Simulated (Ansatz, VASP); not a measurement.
## One calculation of TiRh, two programs

File INCAR:

```
SYSTEM = TiRh
PREC = Accurate ; ENCUT = 520
EDIFF = 1E-7 ; ISMEAR = 0
SIGMA = 0.15 ; LREAL = .False.
LASPH = .True. ; NELM = 100
ALGO = Normal ; ISIF = 2
LWAVE = .False. ; LCHARG = .False.
NBANDS = 20
```

File KPOINTS:

```
Automatic mesh
0
Gamma
  16 16 16
  0 0 0
```

Contents of POSCAR:

```
TiRh
1.0
    2.9594419000      0.0000000000      0.0000000000
    0.0000000000      2.9594419000      0.0000000000
    0.0000000000      0.0000000000      2.9594419000
Ti Rh
1 1
Direct
    0.5000000000      0.5000000000      0.5000000000
    0.0000000000      0.0000000000      0.0000000000
```

Input for Ansatz:

```yaml
crystal:
  lattice:
    - [2.9594419, 0.0, 0.0]
    - [0.0, 2.9594419, 0.0]
    - [0.0, 0.0, 2.9594419]
  atoms:
    - { symbol: Ti, position: [0.5, 0.5, 0.5] }
    - { symbol: Rh, position: [0.0, 0.0, 0.0] }
basis:
  ecutwfc: 420
kpoints:
  mp_grid: { grid: [16, 16, 16] }
hamiltonian:
  xc: lda
scf:
  occupations: { method: gaussian, width: 0.15 }
output:
  forces: true
  stress: true
  eigenvalues: true
```

Change from the starting cell: strain -0.050 along x and y, -0.050 along z, atoms carried along.

Alike in both runs: task single point; functional LDA; k mesh 16 × 16 × 16; occupations gaussian, width 0.15 eV; no spin polarisation.

```csv
,VASP,Ansatz
version,VASP 6.6.1,Ansatz 0.2.0
potentials or method,"VASP PAW LDA potentials, release 64 (Ti_sv, Rh_pv), cutoff 520 eV","scalar-relativistic, plane waves, PAW"
valence electrons in the cell,27,29
```

|  | VASP | Ansatz | Ansatz less VASP |
| --- | --- | --- | --- |
| gap on the k mesh at the Fermi level (eV) | none | none | - |
| pressure (GPa) | 23.1 | 22.5 | -0.56 |

LDA's correlation is that of Perdew and Zunger in VASP and of Perdew and Wang (1992) in Ansatz. A gap of «none» marks a metal or a gap that the smearing closes. VASP's potentials hold 27 valence electrons a cell and Ansatz's 29, so a difference there can come from the potentials and not from the codes.
